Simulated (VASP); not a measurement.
A run of VASP 6.6.1 is set up as follows.

The input INCAR:

```
SYSTEM = Mg
ALGO     = Normal         ! electronic algorithm
EDIFF    = 1E-6           ! SCF threshold, eV
ENCUT    = 520            ! plane-wave cutoff, eV
GGA      = PS             ! functional
ISIF     = 2              ! what is computed and relaxed
ISMEAR   = -1             ! smearing method
LASPH    = .TRUE.         ! aspherical terms in the spheres
LCHARG   = .FALSE.        ! write CHGCAR
LREAL    = .FALSE.        ! projectors in reciprocal space
LWAVE    = .FALSE.        ! write WAVECAR
NBANDS   = 9              ! bands
NELM     = 100            ! most SCF steps
PREC     = Accurate       ! precision mode
SIGMA    = 0.15           ! smearing width, eV
```

KPOINTS

```
k-points
0
G
  6 6 3
  0 0 0
```

POSCAR

```
Mg
1.0
    3.0503000000      0.0000000000      0.0000000000
   -1.5251500000      2.6416370000      0.0000000000
    0.0000000000      0.0000000000      7.0896760000
Mg
2
Direct
    0.0000000000      0.0000000000      0.0000000000
    0.0000000000      0.0000000000      0.4294749154
```

Potentials or basis: VASP PAW PBE potentials, release 64 (Mg).

Launch:

```sh
$ cat potpaw_PBE.64/Mg/POTCAR > POTCAR
$ mpirun -np 1 vasp_std > vasp.out
```

Problem. What does it give for the band gap on the k mesh?

Solution. Zero (band 2 reaches 2.06 eV, above the bottom of band 3 at -0.62 eV).

Problem. What does it give for the largest force?

Solution. 0.356 eV/Å.

Forces on the atoms (eV/Å):
```
Mg   0.000  0.000 -0.356
Mg   0.000  0.000  0.356
```

Caveat: the k points lie up to 0.40 Å⁻¹ apart; the PAW data sets were made with another functional, which shifts forces and pressure a little.
